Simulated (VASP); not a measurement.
# Li3Si2 (P-3m1) in VASP: notebook

Runs on Li3Si2. Level: PBE. Tasks: single point, relaxation of cell and atoms.

Program: VASP 6.6.1. These are calculated values, not measurements. Logs are shortened: lines on timing, memory, paths and dates and some standing lists are left out, and cuts for length are marked.

### Step 1. The cell of the first run

Symmetry: P-3m1, No. 164, trigonal system. The conventional cell has a = 4.153 Å, b = 4.153 Å, c = 5.323 Å, α = 90.00°, β = 90.00°, γ = 120.00°. Li (site symmetry -3m) has 6 Si at 2.49 Å and 6 Li at 3.10 Å within 3.3 Å. Li (site symmetry 3m) has 5 Si at 2.65 to 2.72 Å and 6 Li at 2.77 to 3.10 Å within 3.5 Å. Within 3.3 Å of Si (site symmetry 3m) lie 8 Li at 2.49 to 2.72 Å and 3 Si at 2.76 Å.

### Step 2. Single point, PBE

Input file INCAR:

```
PREC = Accurate
ENCUT = 520
EDIFF = 1E-6
ISMEAR = 0
SIGMA = 0.1
LREAL = F
LASPH = T
NELM = 80
ALGO = Fast
ISIF = 2
LWAVE = F
LCHARG = F
GGA = PE
NBANDS = 16
```

Input file KPOINTS:

```
Automatic mesh
0
Gamma
  6 6 4
```

Input file POSCAR:

```
Li3Si2
1.0
    4.1534366966      0.0000000000      0.0000000000
   -2.0767183483      3.5969816923      0.0000000000
    0.0000000000      0.0000000000      5.3230309392
Li Si
3 2
Direct
    0.0000000000      0.0000000000      0.0000000000
    0.3333333333      0.6666666667      0.6307417789
    0.6666666667      0.3333333333      0.3692582211
    0.3333333333      0.6666666667      0.1279633395
    0.6666666667      0.3333333333      0.8720366605
```

Potentials or basis: VASP PAW PBE potentials, release 64 (Li_sv, Si).

Run with:

```bash
$ cat potpaw_PBE.64/Li_sv/POTCAR potpaw_PBE.64/Si/POTCAR > POTCAR
$ mpirun -np 1 vasp_std > vasp.out
```

OUTCAR:

```text
PREC = Accurate
   ENCUT = 520
   EDIFF = 1E-6
   ISMEAR = 0
   LREAL = F
   LASPH = T
   NELM = 80
   ISIF = 2
   GGA = PE

 ion  position               nearest neighbor table
   1  0.000  0.000  0.000-   4 2.49   5 2.49   5 2.49   4 2.49   5 2.49   4 2.49
   2  0.333  0.667  0.631-   4 2.65   4 2.68   5 2.72   5 2.72   5 2.72
   3  0.667  0.333  0.369-   5 2.65   5 2.68   4 2.72   4 2.72   4 2.72
   4  0.333  0.667  0.128-   1 2.49   1 2.49   1 2.49   2 2.65   2 2.68   3 2.72   3 2.72   3 2.72
                             5 2.76   5 2.76   5 2.76
   5  0.667  0.333  0.872-   1 2.49   1 2.49   1 2.49   3 2.65   3 2.68   2 2.72   2 2.72   2 2.72
                             4 2.76   4 2.76   4 2.76

  LATTYP: Found a hexagonal cell.
 ALAT       =     4.1534366966
 C/A-ratio  =     1.2815967422

  Lattice vectors:

 A1 = (   4.1534366966,   0.0000000000,   0.0000000000)
 A2 = (  -2.0767183483,   3.5969816923,   0.0000000000)
 A3 = (   0.0000000000,   0.0000000000,   5.3230309392)

Analysis of symmetry for initial positions (statically):
=====================================================================
 Subroutine PRICEL returns:
 Original cell was already a primitive cell.

 Routine SETGRP: Setting up the symmetry group for a
 hexagonal supercell.

 Subroutine GETGRP returns: Found 12 space group operations
 (whereof 12 operations were pure point group operations)
 out of a pool of 24 trial point group operations.

The static configuration has the point symmetry D_3d.

Analysis of symmetry for dynamics (positions and initial velocities):
=====================================================================
 Subroutine PRICEL returns:
 Original cell was already a primitive cell.

 Routine SETGRP: Setting up the symmetry group for a
 hexagonal supercell.

 Subroutine GETGRP returns: Found 12 space group operations
 (whereof 12 operations were pure point group operations)
 out of a pool of 24 trial point group operations.

The dynamic configuration has the point symmetry D_3d.

 Subroutine INISYM returns: Found 12 space group operations
 (whereof 12 operations are pure point group operations),
 and found     1 'primitive' translations

----------------------------------------------------------------------------------------

                                     Primitive cell
[... 98 lines left out ...]
   EDIFFG = 0.1E-04   stopping-criterion for IOM
   NSW    =      0    number of steps for IOM
   IBRION =     -1    ionic relax: 0-MD 1-quasi-New 2-CG
   NFREE  =      0    steps in history (QN), initial steepest desc. (CG)
   ISIF   =      2    stress and relaxation
   ISYM   =      2    0-nonsym 1-usesym 2-fastsym
   POTIM  = 0.5000    time-step for ionic-motion
   TEBEG  =    0.0;   TEEND  =   0.0 temperature during run
   PSTRESS=    0.0 pullay stress
   NELECT =      17.0000    total number of electrons
   NUPDOWN=      -1.0000    fix difference up-down
   EMIN   =  10.00;   EMAX   =-10.00  energy-range for DOS
   EFERMI =   0.00;   METHOD = LEGACY
   ISMEAR =     0;   SIGMA  =   0.10  broadening in eV -4-tet -1-fermi 0-gaus
   EFERMI_NEDOS =   21; number of points for ismear=-14 and -15
   IALGO  =     68    algorithm
   IMIX   =      4    mixing-type and parameters
     AMIX     =   0.40;   BMIX     =  1.00
     AMIX_MAG =   1.60;   BMIX_MAG =  1.00
  volume/ion in A,a.u.               =      15.91       107.33
  Fermi-wavevector in a.u.,A,eV,Ry     =   0.978865  1.849787 13.036789  0.958177
  Thomas-Fermi vector in A             =   2.109674
   LORBIT       =      0    0 simple, 1 ext, 2 COOP (PROOUT), +10 PAW based schemes
   GGA     = PE    functional components
   LHFCALC =     F    Hartree Fock is set to
   AEXX    =    0.0000 exact exchange contribution
   IVDW    =     0    specifies the selected vdW correction
   LEPSILON=     F    determine dielectric tensor
   LRPA    =     F    only Hartree local field effects (RPA)
 non-spin polarized calculation
 RMM-DIIS sequential band-by-band and
 Gauss-broadening in eV      SIGMA  =   0.10
  energy-cutoff  :      520.00
  volume of cell :       79.53
 maximum number of plane-waves:      2173
 NGX is ok and might be reduce to    32
   NGX = 15   NGY = 15   NGZ = 19

 number of electron      17.0000004 magnetization

 Free energy of the ion-electron system (eV)
  ---------------------------------------------------
  ext. energy  EPLUGINS =         0.00000000
  ---------------------------------------------------
  free energy    TOTEN  =       -16.94449052 eV

  energy without entropy =      -16.93718694  energy(sigma->0) =      -16.94083873

 E-fermi :   4.4394     XC(G=0):  -8.8382

 val. band max:        4.3198642543   @ k =   0.0000   0.1667   0.2500
 cond. band min:       4.4679371055   @ k =   0.0000   0.0000   0.5000
 fundamental gap:      0.1480728511
 Fermi energy:         4.4394236206

 k-point     1 :       0.0000    0.0000    0.0000
  band No.  band energies     occupation
      1     -42.0896      2.00000
      2     -42.0623      2.00000
      3     -41.9114      2.00000
      4      -6.1269      2.00000
      5      -1.1000      2.00000
      6       1.6701      2.00000
[... 433 lines left out ...]
      3     -41.9110      2.00000
      4      -3.7462      2.00000
      5      -3.7462      2.00000
      6       0.3632      2.00000
[... 8 lines left out ...]
     15      10.2143      0.00000
     16      10.2143      0.00000

------------------------ aborting loop because EDIFF is reached ----------------------------------------

  FORCE on cell =-STRESS in cart. coord.  units (eV):
  Direction    XX          YY          ZZ          XY          YZ          ZX
  --------------------------------------------------------------------------------------
  -------------------------------------------------------------------------------------
  Total        0.0451838      0.0451838     -0.0420254      0.0000000     -0.0000000      0.0000000
  in kB        0.9103074      0.9103074     -0.8466759      0.0000000     -0.0000000      0.0000000
  external PRESSURE =       0.3246463 kB  Pullay stress =       0.0000000 kB

 VOLUME and BASIS-vectors are now :
 -----------------------------------------------------------------------------
  energy-cutoff  :      520.00
  volume of cell :       79.53
      direct lattice vectors                 reciprocal lattice vectors
     4.153436697  0.000000000  0.000000000     0.240764474  0.139005434  0.000000000
    -2.076718348  3.596981692  0.000000000     0.000000000  0.278010867  0.000000000
     0.000000000  0.000000000  5.323030939     0.000000000  0.000000000  0.187862895

 POSITION                                       TOTAL-FORCE (eV/Angst)
 -----------------------------------------------------------------------------------
      0.00000      0.00000      0.00000        -0.000000     -0.000000      0.000000
     -0.00000      2.39799      3.35746        -0.000000      0.000000     -0.005097
      2.07672      1.19899      1.96557         0.000000     -0.000000      0.005097
     -0.00000      2.39799      0.68115        -0.000000     -0.000000     -0.000394
      2.07672      1.19899      4.64188        -0.000000      0.000000      0.000394
 -----------------------------------------------------------------------------------
    total drift:                               -0.000000      0.000000      0.000000

  FREE ENERGIE OF THE ION-ELECTRON SYSTEM (eV)
  ---------------------------------------------------
  free  energy   TOTEN  =       -16.9444905172 eV

  energy  without entropy=      -16.9371869366  energy(sigma->0) =      -16.94083873
```

stdout:

```text
POSCAR found type information on POSCAR LiSi
 POSCAR found :  2 types and       5 ions
 scaLAPACK will be used
 LDA part: xc-table for (Slater+PW92), standard interpolation
 POSCAR, INCAR and KPOINTS ok, starting setup
 FFT: planning ... GRIDC
 FFT: planning ... GRID_SOFT
 FFT: planning ... GRID
 WAVECAR not read
 entering main loop
```

Run time: 23 s. Hardware: 1 thread of Intel Xeon 6975P-C (Granite Rapids), shared host; peak memory 0.19 GiB.

Results:

| Property | Result |
| --- | --- |
| Free energy | -16.9445 eV |
| Largest force | 0.005 eV/Å |
| Band gap on the k mesh | zero (an odd number of electrons rules out a gap without spin polarisation) |

Forces in eV/Å, atoms in the order of the input:
```
Li   0.000  0.000  0.000
Li   0.000  0.000 -0.005
Li   0.000  0.000  0.005
Si   0.000  0.000  0.000
Si   0.000  0.000  0.000
```

Levels at points of the mesh, in eV from the Fermi level:
| k point | band 6 | band 7 | band 8 | band 9 | band 10 | band 11 |
| --- | --- | --- | --- | --- | --- | --- |
| (0.00, 0.00, 0.00) | -2.77 | -1.48 | -1.48 | 0.17 | 0.28 | 0.28 |
| (0.50, 0.00, 0.00) | -3.30 | -3.17 | -2.55 | -0.75 | 0.39 | 2.41 |
| (0.00, 0.00, 0.50) | -1.27 | -1.27 | 0.03 | 0.05 | 0.36 | 0.36 |
| (0.50, 0.00, 0.50) | -3.78 | -3.22 | -3.08 | 0.33 | 0.82 | 1.36 |

Caveat: the cutoff is under 1.25 times the usual one of these potentials, so pressure, stress and relaxed cells hold a basis-set (Pulay) error.

### Step 3. Relaxation of cell and atoms, PBE

This run uses another cell than the first one, of 12.93 Å³/atom.

Input file INCAR:

```
PREC     = Accurate       # precision mode
ENCUT    = 600            # plane-wave cutoff, eV
EDIFF    = 1E-6           # SCF threshold, eV
ISMEAR   = 0              # smearing method
SIGMA    = 0.1            # smearing width, eV
LREAL    = F              # projectors in reciprocal space
LASPH    = T              # aspherical terms in the spheres
NELM     = 100            # most SCF steps
ALGO     = Fast           # electronic algorithm
ISIF     = 3              # what is computed and relaxed
LWAVE    = F              # write WAVECAR
LCHARG   = F              # write CHGCAR
GGA      = PE             # functional
IBRION   = 2              # ionic algorithm
NSW      = 90             # ionic steps
EDIFFG   = -0.04          # ionic threshold
```

Input file KPOINTS:

```
regular mesh
0
Gamma
  6 6 4
```

Input file POSCAR:

```
Li3Si2
1.0
    3.6340992028      0.0000000000      0.0000000000
   -1.8170496014      3.1472222295      0.0000000000
    0.0000000000      0.0000000000      5.6540680490
Li Si
3 2
Direct
    0.0000000000      0.0000000000      0.0000000000
    0.3333333333      0.6666666667      0.6450000000
    0.6666666667      0.3333333333      0.3550000000
    0.3333333333      0.6666666667      0.2450000000
    0.6666666667      0.3333333333      0.7550000000
```

Potentials or basis: VASP PAW PBE potentials, release 64 (Li_sv, Si).

Run with:

```bash
$ cat potpaw_PBE.64/Li_sv/POTCAR potpaw_PBE.64/Si/POTCAR > POTCAR
$ mpirun -np 1 vasp_std > vasp.out
```

Wall time 9 min (1 thread of Intel Xeon 6975P-C (Granite Rapids), shared host); peak memory 0.21 GiB.

The run converged. Its results:

```
Free energy                           : -16.9292 eV
Relaxed volume                        : 15.87 Å³/atom
Relaxed cell                          : a = 4.147 Å, b = 4.147 Å, c = 5.327 Å, α = 90.00°, β = 90.00°, γ = 120.00°
Space group after relaxing (to 0.1 Å) : P-3m1 (No. 164)
Energy gained by relaxing             : 729.4 meV/atom
Ionic steps                           : 16
Pressure after relaxing               : 0.0 GPa
Largest force after relaxing          : 0.034 eV/Å
Band gap on the k mesh                : zero (an odd number of electrons rules out a gap without spin polarisation)
```

Forces in eV/Å, atoms in the order of the input:
```
Li   0.000  0.000  0.000
Li   0.000  0.000 -0.034
Li   0.000  0.000  0.034
Si   0.000  0.000  0.016
Si   0.000  0.000 -0.016
```

The path:
```csv
step,energy change (eV),largest force (eV/Å),pressure (GPa),volume (Å³)
1,0.0000,2.2992,19.36,64.67
2,-1.6327,1.9432,2.98,80.35
3,-1.9994,1.6787,-2.70,91.42
4,-2.0199,1.6149,-3.71,94.28
5,-2.6029,1.7693,-4.31,91.99
6,-3.1488,1.1114,0.00,84.06
7,-3.2742,0.8555,-3.49,87.40
8,-3.3421,0.4613,-2.99,86.42
9,-3.5348,0.5966,0.53,79.25
10,-3.5423,0.6421,1.46,77.75
11,-3.5947,0.1956,0.66,78.30
12,-3.6378,0.1346,0.46,78.39
13,-3.6381,0.1070,0.42,78.43
14,-3.6440,0.0706,-0.08,79.31
15,-3.6451,0.0446,-0.41,79.97
16,-3.6471,0.0337,-0.04,79.33
```

Final structure:
```
CELL_PARAMETERS angstrom
4.14667 0.00000 0.00000
-2.07334 3.59113 0.00000
0.00000 0.00000 5.32743
ATOMIC_POSITIONS crystal
Li 0.00000 0.00000 0.00000
Li 0.33333 0.66667 0.63198
Li 0.66667 0.33333 0.36802
Si 0.33333 0.66667 0.12807
Si 0.66667 0.33333 0.87193
```

Levels at points of the mesh, in eV from the Fermi level:
```
           k point  band 6  band 7  band 8  band 9  band 10  band 11
(0.00, 0.00, 0.00)   -2.79   -1.48   -1.48    0.18     0.28     0.28
(0.50, 0.00, 0.00)   -3.31   -3.18   -2.57   -0.75     0.38     2.40
(0.00, 0.00, 0.50)   -1.27   -1.27    0.04    0.05     0.36     0.36
(0.50, 0.00, 0.50)   -3.79   -3.23   -3.10    0.33     0.82     1.36
```

Caveat: the cutoff is under 1.25 times the usual one of these potentials, so pressure, stress and relaxed cells hold a basis-set (Pulay) error; the volume moved by over 15 % at a fixed basis, so the end points are rough.

### Step 4. Single point, PBE

This run uses another cell than the first one, of 16.03 Å³/atom.

Input file INCAR:

```
SYSTEM = Li3Si2
ALGO = Fast ; EDIFF = 1E-6
ENCUT = 520 ; GGA = PE
ISIF = 2 ; ISMEAR = 0
LASPH = .True. ; LCHARG = .True.
LELF = .True. ; LREAL = .False.
LVHAR = .True. ; LWAVE = .False.
NBANDS = 16 ; NELM = 60
PREC = Accurate ; SIGMA = 0.1
```

Input file KPOINTS:

```
k-points
0
Gamma
  12 12 8
  0 0 0
```

Input file POSCAR:

```
Li3Si2
1.0
    4.1597008845      0.0000000000      0.0000000000
   -2.0798504422      3.6024066381      0.0000000000
    0.0000000000      0.0000000000      5.3487545693
Li Si
3 2
Direct
    0.0000000000      0.0000000000      0.0000000000
    0.3333333333      0.6666666667      0.6300502048
    0.6666666667      0.3333333333      0.3699497952
    0.3333333333      0.6666666667      0.1266013439
    0.6666666667      0.3333333333      0.8733986561
```

Run with:

```bash
$ cat potpaw_PBE.64/Li_sv/POTCAR potpaw_PBE.64/Si/POTCAR > POTCAR
$ mpirun -np 1 vasp_std > vasp.out
```

Run time: 1.8 min. Hardware: 1 thread of Intel Xeon 6975P-C (Granite Rapids), shared host; peak memory 0.28 GiB.

The run converged. Its results:

```
Free energy            : -16.9316 eV
Largest force          : 0.008 eV/Å
Band gap on the k mesh : zero (an odd number of electrons rules out a gap without spin polarisation)
```

Forces in eV/Å, atoms in the order of the input:
```
Li   0.000  0.000  0.000
Li   0.000  0.000  0.008
Li   0.000  0.000 -0.008
Si   0.000  0.000  0.008
Si   0.000  0.000 -0.008
```

Levels at points of the mesh, in eV from the Fermi level:
| k point | band 5 | band 6 | band 7 | band 8 | band 9 | band 10 | band 11 | band 12 |
| --- | --- | --- | --- | --- | --- | --- | --- | --- |
| (0.00, 0.00, 0.00) | -5.58 | -2.80 | -1.53 | -1.53 | 0.09 | 0.23 | 0.23 | 4.76 |
| (0.50, 0.00, 0.00) | -7.47 | -3.34 | -3.21 | -2.59 | -0.80 | 0.34 | 2.36 | 2.39 |
| (0.00, 0.00, 0.50) | -6.49 | -1.32 | -1.32 | -0.05 | -0.01 | 0.31 | 0.31 | 2.29 |
| (0.50, 0.00, 0.50) | -7.42 | -3.82 | -3.25 | -3.13 | 0.26 | 0.79 | 1.31 | 4.16 |

Caveat: the cutoff is under 1.25 times the usual one of these potentials, so pressure, stress and relaxed cells hold a basis-set (Pulay) error.

(Part 1 of 2 ends here.)
